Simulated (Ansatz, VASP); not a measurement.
Pt in VASP and in Ansatz

The input INCAR:

```
SYSTEM = Pt
PREC = Accurate ; ENCUT = 500
EDIFF = 1E-6 ; ISMEAR = 1
SIGMA = 0.25 ; LREAL = .FALSE.
LASPH = .TRUE. ; NELM = 120
ALGO = Normal ; ISIF = 2
LWAVE = .FALSE. ; LCHARG = .FALSE.
GGA = PE ; NBANDS = 11
GGA_COMPAT = .FALSE.
```

Contents of KPOINTS:

```
Automatic mesh
0
G
  6 6 6
  0 0 0
```

Contents of POSCAR:

```
Pt
1.0
    0.0000000000      1.9609000000      1.9609000000
    1.9609000000      0.0000000000      1.9609000000
    1.9609000000      1.9609000000      0.0000000000
Pt
1
Direct
    0.0000000000      0.0000000000      0.0000000000
```

Input for Ansatz:

```yaml
crystal:
  lattice:
    bravais: fcc
    a: 3.9218
  space_group: 225
  atoms:
    - { symbol: Pt, position: [0.0, 0.0, 0.0] }
  reduce_to_primitive: true
basis:
  ecutwfc: 530.0
  ecutrho_ratio: 6
kpoints:
  mp_grid:
    grid: [6, 6, 6]
hamiltonian:
  xc: pbe
scf:
  occupations:
    method: methfessel_paxton
    width: 0.25
output:
  stress: true
```

Alike in both runs: task single point; functional PBE; k mesh 6 × 6 × 6; occupations methfessel-paxton of order 1, width 0.25 eV; no spin polarisation.

|  | VASP | Ansatz |
| --- | --- | --- |
| version | VASP 6.6.1 | Ansatz 0.2.0 |
| potentials or method | VASP PAW PBE potentials, release 64 (Pt), cutoff 500 eV | plane waves, PAW |
| valence electrons in the cell | 10 | 18 |

|  | VASP | Ansatz | Ansatz less VASP |
| --- | --- | --- | --- |
| pressure (GPa) | 6.8 | 7.4 | +0.56 |

The functional is the same, so the differences come from potentials, cutoffs and numerics. VASP's potentials hold 10 valence electrons a cell and Ansatz's 18, so a difference there can come from the potentials and not from the codes.

The k mesh is coarse, so the values compare programs but aren't converged. Spin-orbit coupling is off throughout.
